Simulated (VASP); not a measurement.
# Si3Cl (Pm-3m) in VASP: notebook, part 3 of 3

VASP 6.6.1. The steps go on from the part before.

### 5 Relaxation of cell and atoms, PBE

This run uses another cell than the first one, of 22.29 Å³/atom.

INCAR reads:

```
SYSTEM = Si3Cl
PREC = Accurate ; ENCUT = 500
EDIFF = 1E-7 ; ISMEAR = 0
SIGMA = 0.1 ; LREAL = .FALSE.
LASPH = .TRUE. ; NELM = 120
ALGO = Normal ; ISIF = 3
LWAVE = .FALSE. ; LCHARG = .FALSE.
GGA = PE ; IBRION = 2
NSW = 90 ; EDIFFG = -0.04
GGA_COMPAT = .FALSE. ; NELMIN = 4
```

KPOINTS reads:

```
regular mesh
0
G
  4 4 4
  0 0 0
```

POSCAR reads:

```
Si3Cl
1.0
    4.4671306691      0.0000000000      0.0000000000
    0.0000000000      4.4671306691      0.0000000000
    0.0000000000      0.0000000000      4.4671306691
Si Cl
3 1
Direct
    0.5000000000      0.0000000000      0.0000000000
    0.0000000000      0.5000000000      0.0000000000
    0.0000000000      0.0000000000      0.5000000000
    0.0000000000      0.0000000000      0.0000000000
```

Potentials or basis: VASP PAW PBE potentials, release 64 (Si, Cl).

Launch:

```sh
> cat potpaw_PBE.64/Si/POTCAR potpaw_PBE.64/Cl/POTCAR > POTCAR
> mpirun -np 1 vasp_std > vasp.out
```

OUTCAR:

```text
SYSTEM = Si3Cl
   PREC = Accurate
   ENCUT = 500
   EDIFF = 1E-7
   ISMEAR = 0
   LREAL = .FALSE.
   LASPH = .TRUE.
   NELM = 120
   ISIF = 3
   GGA = PE
   IBRION = 2
   NSW = 90
   EDIFFG = -0.04
   NELMIN = 4

 ion  position               nearest neighbor table
   1  0.500  0.000  0.000-   4 2.23   4 2.23
   2  0.000  0.500  0.000-   4 2.23   4 2.23
   3  0.000  0.000  0.500-   4 2.23   4 2.23
   4  0.000  0.000  0.000-   1 2.23   2 2.23   3 2.23   3 2.23   2 2.23   1 2.23

  LATTYP: Found a simple cubic cell.
 ALAT       =     4.4671306691

  Lattice vectors:

 A1 = (   4.4671306691,   0.0000000000,   0.0000000000)
 A2 = (   0.0000000000,   4.4671306691,   0.0000000000)
 A3 = (   0.0000000000,   0.0000000000,   4.4671306691)

Analysis of symmetry for initial positions (statically):
[... 181 lines left out ...]
      7      -0.7225      2.00000
      8       5.9213      0.00000
      9       5.9213      0.00000
     10       5.9213      0.00000
     11       7.1530      0.00000
     12       7.1530      0.00000
     13       7.1530      0.00000
[... 255 lines left out ...]
--------------------------------------- Ionic step        4  -------------------------------------------

 number of electron      19.0000007 magnetization

 Free energy of the ion-electron system (eV)
  ---------------------------------------------------
  ext. energy  EPLUGINS =         0.00000000
  ---------------------------------------------------
  free energy    TOTEN  =       -11.19740401 eV

  energy without entropy =      -11.17963823  energy(sigma->0) =      -11.18852112

 E-fermi :   3.1097     XC(G=0):  -8.0300

 val. band max:        3.0760595435   @ k =   0.5000   0.0000   0.0000
 cond. band min:       3.2664899146   @ k =   0.5000   0.2500   0.0000
 fundamental gap:      0.1904303711
 Fermi energy:         3.1097316309

 k-point     1 :       0.0000    0.0000    0.0000
  band No.  band energies     occupation
      1     -16.0732      2.00000
      2      -5.2773      2.00000
      3      -5.2773      2.00000
      4      -5.2773      2.00000
      5      -4.2539      2.00000
      6      -3.0285      2.00000
      7      -3.0285      2.00000
      8       3.5006      0.00000
      9       3.5006      0.00000
     10       3.5006      0.00000
     11       4.4703      0.00000
     12       4.4703      0.00000
     13       4.4703      0.00000
[... 173 lines left out ...]
  FREE ENERGIE OF THE ION-ELECTRON SYSTEM (eV)
  ---------------------------------------------------
  free  energy   TOTEN  =       -11.1974040067 eV

  energy  without entropy=      -11.1796382348  energy(sigma->0) =      -11.18852112

 reached required accuracy - stopping structural energy minimisation
```

CONTCAR:

```text
Si3Cl
   1.00000000000000
     4.8836277414089153   -0.0000000000000000    0.0000000000000000
     0.0000000000000000    4.8836277414089153    0.0000000000000000
    -0.0000000000000000   -0.0000000000000000    4.8836277414089153
  Si              Cl
     3     1
Direct
     0.5000000000000000    0.0000000000000000    0.0000000000000000
     0.0000000000000000    0.5000000000000000    0.0000000000000000
     0.0000000000000000    0.0000000000000000    0.5000000000000000
     0.0000000000000000    0.0000000000000000    0.0000000000000000

  0.00000000E+00  0.00000000E+00  0.00000000E+00
  0.00000000E+00  0.00000000E+00  0.00000000E+00
  0.00000000E+00  0.00000000E+00  0.00000000E+00
  0.00000000E+00  0.00000000E+00  0.00000000E+00
```

Run time: 1.7 min. Hardware: 1 thread of Intel Xeon 8259CL, shared host; peak memory 0.2 GiB.

Results:

* Free energy: -11.1974 eV
* Relaxed volume: 29.12 Å³/atom
* Relaxed cell: a = 4.884 Å, b = 4.884 Å, c = 4.884 Å, α = 90.00°, β = 90.00°, γ = 90.00°
* Space group after relaxing (to 0.1 Å): Pm-3m (No. 221)
* Energy gained by relaxing: 185.7 meV/atom
* Ionic steps: 4
* Pressure after relaxing: 0.0 GPa
* Band gap on the k mesh: zero (an odd number of electrons rules out a gap without spin polarisation)

The path:
| step | energy change (eV) | largest force (eV/Å) | pressure (GPa) | volume (Å³) |
| --- | --- | --- | --- | --- |
| 1 | 0.0000 | 0.0000 | 10.92 | 89.14 |
| 2 | -0.7159 | 0.0000 | 1.43 | 110.21 |
| 3 | -0.7409 | 0.0000 | -0.33 | 118.08 |
| 4 | -0.7426 | 0.0000 | -0.01 | 116.47 |

Final structure:
```
Si Cl
1.0
     4.88363    0.00000    0.00000
     0.00000    4.88363    0.00000
     0.00000    0.00000    4.88363
Si Cl
3 1
Direct
  0.50000 0.00000 0.00000
  0.00000 0.50000 0.00000
  0.00000 0.00000 0.50000
  0.00000 0.00000 0.00000
```

Caveat: the volume moved by over 15 % at a fixed basis, so the end points are rough; an odd number of electrons without spin polarisation forces a metal; a magnetic or distorted state may lie lower.

### 6 Single point, PBE

This run uses another cell than the first one, of 17.49 Å³/atom.

INCAR reads:

```
SYSTEM = Si3Cl
  PREC = Accurate
  ENCUT = 500
  EDIFF = 1E-6
  ISMEAR = 0
  SIGMA = 0.1
  LREAL = .False.
  LASPH = .True.
  NELM = 120
  ALGO = Normal
  ISIF = 2
  LWAVE = .False.
  LCHARG = .True.
  GGA = PE
  LELF = .True.
  LVHAR = .True.
  NBANDS = 18
  GGA_COMPAT = .False.
```

KPOINTS reads:

```
regular mesh
0
Gamma
  12 12 12
  0 0 0
```

POSCAR reads:

```
Si3Cl
1.0
    4.1204816656      0.0000000000      0.0000000000
    0.0000000000      4.1204816656      0.0000000000
    0.0000000000      0.0000000000      4.1204816656
Si Cl
3 1
Direct
    0.0000000000      0.5000000000      0.5000000000
    0.5000000000      0.0000000000      0.5000000000
    0.5000000000      0.5000000000      0.0000000000
    0.0000000000      0.0000000000      0.0000000000
```

Potentials or basis: VASP PAW PBE potentials, release 64 (Si, Cl).

Launch:

```sh
> cat potpaw_PBE.64/Si/POTCAR potpaw_PBE.64/Cl/POTCAR > POTCAR
> mpirun -np 1 vasp_std > vasp.out
```

Wall time 1.7 min (1 thread of Intel Xeon 8259CL, shared host); peak memory 0.22 GiB.

Results (log left out):

```
Free energy            : -14.7082 eV
Pressure               : 0.0 GPa
Band gap on the k mesh : zero (an odd number of electrons rules out a gap without spin polarisation)
```

Levels at points of the mesh, in eV from the Fermi level:
| k point | band 6 | band 7 | band 8 | band 9 | band 10 | band 11 | band 12 | band 13 | band 14 | band 15 |
| --- | --- | --- | --- | --- | --- | --- | --- | --- | --- | --- |
| (0.00, 0.00, 0.00) | -4.48 | -4.48 | -0.90 | -0.90 | -0.90 | 2.76 | 2.76 | 2.76 | 3.64 | 4.91 |
| (0.50, 0.00, 0.00) | -3.86 | -3.51 | -2.36 | -2.36 | -0.69 | 1.74 | 1.74 | 1.91 | 3.06 | 4.59 |
| (0.50, 0.50, 0.00) | -3.07 | -3.07 | -3.04 | -0.43 | -0.30 | -0.30 | -0.23 | 2.94 | 2.94 | 6.17 |
| (0.50, 0.50, 0.50) | -7.09 | -7.09 | -5.75 | 0.95 | 0.95 | 0.95 | 6.75 | 6.92 | 6.92 | 7.02 |

Caveat: an odd number of electrons without spin polarisation forces a metal; a magnetic or distorted state may lie lower.

### 7 Overview

```tsv
task	cell	k mesh	gap on the mesh (eV)	pressure (GPa)
single point	a = 4.101 Å, 4 atoms, atomic positions A	4 × 4 × 4	none	1.5
single point	a = 4.467 Å, 4 atoms, atomic positions B	4 × 4 × 4	none	10.9
single point	a = 4.876 Å, 4 atoms, atomic positions B	4 × 4 × 4	none	0.1
relaxation of cell and atoms	relaxed from a = 4.467 Å, 4 atoms, atomic positions B	4 × 4 × 4	none	0.0
single point	a = 4.120 Å, 4 atoms, atomic positions A	12 × 12 × 12	none	0.0
```

Alike in all rows: level PBE; potentials or basis VASP PAW PBE potentials, release 64 (Si, Cl); no spin polarisation; cutoff (eV) 500; smearing gaussian 0.1 eV.

Caveats: some runs use coarse meshes; an odd number of electrons without spin polarisation forces a metal; a magnetic or distorted state may lie lower; the cell stands under pressure (at least some runs); the volume moved by over 15 % at a fixed basis, so the end points are rough (at least some runs).

Absolute energies hang on the potentials; compare differences alone.

The gap in the log of VASP goes by the Fermi energy; the results here count the filled bands.